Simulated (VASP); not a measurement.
Set up this calculation in VASP 6.6.1, as the native input.

```yaml
Task: relaxation of cell and atoms
Functional: PBE
Potentials_or_basis: VASP PAW PBE potentials, release 64 (Hf_pv, W_sv)
Cutoff: 600 eV
k_mesh: 6 × 6 × 6
Occupations: gaussian, width 0.1 eV
Spin: no spin polarisation
Dipole_correction: no
Further_INCAR_settings: ALGO = Normal; EDIFF = 1e-06; IBRION = 2; EDIFFG = -0.04; NSW = 90; ISIF = 3
```

The structure of Hf2W lies in POSCAR:

```
Hf2W
1.0
    4.8942875649      0.0000000000      0.0000000000
   -2.4471437824      4.2385773646      0.0000000000
    0.0000000000      0.0000000000      2.7977943053
Hf W
2 1
Direct
    0.3333333333      0.6666666667      0.5000000000
    0.6666666667      0.3333333333      0.5000000000
    0.0000000000      0.0000000000      0.0000000000
```

These files were run (other wordings do the same):

INCAR

```
PREC     = Accurate       # precision mode
ENCUT    = 600            # plane-wave cutoff, eV
EDIFF    = 1E-6           # SCF threshold, eV
ISMEAR   = 0              # smearing method
SIGMA    = 0.1            # smearing width, eV
LREAL    = F              # projectors in reciprocal space
LASPH    = T              # aspherical terms in the spheres
NELM     = 60             # most SCF steps
ALGO     = Normal         # electronic algorithm
ISIF     = 3              # what is computed and relaxed
LWAVE    = F              # write WAVECAR
LCHARG   = F              # write CHGCAR
GGA      = PE             # functional
IBRION   = 2              # ionic algorithm
NSW      = 90             # ionic steps
EDIFFG   = -0.04          # ionic threshold
```

KPOINTS

```
regular mesh
0
Gamma
  6 6 6
```

Potentials or basis: VASP PAW PBE potentials, release 64 (Hf_pv, W_sv).

The run is started by

```bash
$ cat potpaw_PBE.64/Hf_pv/POTCAR potpaw_PBE.64/W_sv/POTCAR > POTCAR
$ mpirun -np 1 vasp_std > vasp.out
```

Results of the run:

| Quantity | Value |
| --- | --- |
| Relaxed volume | 19.37 Å³/atom |
| Relaxed cell | a = 4.884 Å, b = 4.884 Å, c = 2.813 Å, α = 90.00°, β = 90.00°, γ = 120.00° |
| Space group after relaxing (to 0.1 Å) | P6/mmm (No. 191) |
| Energy gained by relaxing | 0.6 meV/atom |
| Ionic steps | 5 |
| Pressure after relaxing | 0.0 GPa |
| Band gap on the k mesh | zero (bands 17 and 18 overlap by 2.07 eV) |

Caveat: the k points lie up to 0.37 Å⁻¹ apart in the final cell, too coarse for converged energies and pressures of a metal; spin-orbit coupling is left out, which moves the levels of the heavy elements.

Wall time 110 s on 1 thread of Intel(R) Xeon(R) Platinum 8259CL CPU @ 2.50GHz (Skylake/Cascade Lake) (shared host), peak memory 0.22 GiB.
